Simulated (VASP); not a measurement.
Here is a VASP 6.6.1 calculation.

File INCAR:

```
PREC = Accurate ; ENCUT = 520
EDIFF = 1E-7 ; ISMEAR = -1
SIGMA = 0.02 ; LREAL = Auto
LASPH = True ; NELM = 100
ALGO = Normal ; ISIF = 2
LWAVE = False ; LCHARG = False
GGA = PE ; IVDW = 12
NBANDS = 49
```

The input KPOINTS:

```
regular mesh
0
Gamma
  1 1 1
```

POSCAR

```
H16CO7
1.0
    6.2743050000      0.0000000000      0.0000000000
    0.0000000000      6.2743050000      0.0000000000
    0.0000000000      0.0000000000      6.2743050000
O H C
7 16 1
Direct
    0.2812263669      0.4216084491      0.3865926186
    0.7694716785      0.3362125367      0.9735102135
    0.8637450682      0.5900414468      0.3029339505
    0.1105779843      0.2417319528      0.7690413520
    0.6658267330     -0.0447061467      0.1467094762
    0.5536390086      0.7310451118      0.5485866562
    0.3627493404      0.5815464820      0.9845074474
    0.3749259878      0.5251896425      0.4586005940
    0.1454822486      0.4986050248      0.3640721960
    0.6613959634      0.4284617978      0.9103797154
    0.8913178432      0.3033483390      0.8649085437
    0.8199155126      0.4805631859      0.1933441234
    0.8441253653      0.7302960248      0.2391181175
    0.1667435676      0.2549286335      0.6189211395
    0.2099515404      0.3529155819      0.8288089278
    0.5672660159     -0.1098129594      0.0569465463
    0.7143420666      0.0940502574      0.0753708977
    0.5683976154      0.8451135225      0.4459617440
    0.6827210344      0.6547816850      0.5009479138
    0.2538448482      0.8053800381      0.7673837979
    0.3534574746      0.5346568265      1.1293202992
    0.0546514714      0.6916303877      0.9335535968
    0.2263836393      0.8801293530      1.0403702083
    0.2171874016      0.7510792032      0.9289315709
```

Potentials or basis: VASP PAW PBE potentials, release 64 (O, H, C).

Launch:

```console
$ cat potpaw_PBE.64/O/POTCAR potpaw_PBE.64/H/POTCAR potpaw_PBE.64/C/POTCAR > POTCAR
$ mpirun -np 1 vasp_gam > vasp.out
```

Problem. Estimate the dispersion energy per atom.

Solution. -0.034 eV.

Problem. Predict the pressure.

Solution. 0.6 GPa.

Problem. Predict the largest force.

Solution. 3.050 eV/Å.

Forces on the atoms (eV/Å):
```
O   -0.329 -0.185 -0.174
O    0.584 -0.343 -0.410
O    0.604 -0.942  0.330
O    1.455  0.907 -0.822
O    2.114  1.776  1.295
O   -0.004 -0.293  0.327
O    0.597  0.361 -2.131
H    0.248  0.414  0.249
H   -0.251 -0.058  0.117
H   -0.175 -0.040 -0.131
H   -0.581  0.330  0.503
H    0.242  0.507  0.080
H   -0.273  0.396 -0.482
H   -0.719 -0.219  0.344
H   -0.495 -0.545  0.476
H   -1.481 -1.051 -1.600
H   -0.657 -0.789  0.430
H   -0.443  0.871 -0.410
H    0.229 -0.560  0.087
H    0.184 -0.053  0.139
H   -0.543 -0.403  1.480
H   -0.487 -0.115 -0.105
H    0.197  0.858  0.552
C   -0.014 -0.824 -0.145
```

Caveat: the k points lie up to 1.00 Å⁻¹ apart; the atoms stand as in a frame of molecular dynamics.
